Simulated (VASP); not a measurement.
Set up this calculation in VASP 6.6.1, as the native input.

```yaml
Task: relaxation of cell and atoms
Functional: PBEsol
Potentials_or_basis: VASP PAW PBE potentials, release 64 (Mg, O)
Cutoff: 600 eV
k_mesh: 10 × 10 × 10
Occupations: gaussian, width 0.01 eV
Spin: no spin polarisation
Target_pressure: 1 GPa
Dipole_correction: no
Further_INCAR_settings: ALGO = Normal; EDIFF = 1e-06; IBRION = 2; EDIFFG = -0.002; NSW = 100; ISIF = 3
```

The structure of MgO lies in POSCAR:

```
MgO
1.0
    0.0000000000      2.1071396364      2.1071396364
    2.1071396364      0.0000000000      2.1071396364
    2.1071396364      2.1071396364      0.0000000000
Mg O
1 1
Direct
    0.0000000000      0.0000000000      0.0000000000
    0.5000000000      0.5000000000      0.5000000000
```

One way to write it, as run:

INCAR

```
PREC = Accurate
ENCUT = 600
EDIFF = 1E-6
ISMEAR = 0
SIGMA = 0.01
LREAL = F
LASPH = T
NELM = 100
ALGO = Normal
ISIF = 3
LWAVE = F
LCHARG = F
GGA = PS
IBRION = 2
NSW = 100
EDIFFG = -0.002
PSTRESS = 10.0
```

KPOINTS

```
regular mesh
0
Gamma
  10 10 10
```

Potentials or basis: VASP PAW PBE potentials, release 64 (Mg, O).

Run with:

```bash
$ cat potpaw_PBE.64/Mg/POTCAR potpaw_PBE.64/O/POTCAR > POTCAR
$ mpirun -np 1 vasp_std > vasp.out
```

It gave:

| Property | Result |
| --- | --- |
| Relaxed volume | 9.26 Å³/atom |
| Relaxed cell | a = 2.969 Å, b = 2.969 Å, c = 2.969 Å, α = 60.00°, β = 60.00°, γ = 60.00° |
| Space group after relaxing (to 0.05 Å) | Fm-3m (No. 225) |
| Energy change on relaxing (the enthalpy is what falls) | +0.1 meV/atom |
| Ionic steps | 3 |
| Pressure after relaxing | 1.0 GPa |
| Band gap on the k mesh | 4.72 eV, direct |

Caveat: the cell is relaxed towards a set pressure, so the enthalpy falls and the energy may rise; the PAW data sets were made with another functional, which shifts forces and pressure a little.

Run time: 28 s on 1 thread of Intel Xeon 8259CL, on a shared host, peak memory 0.15 GiB.
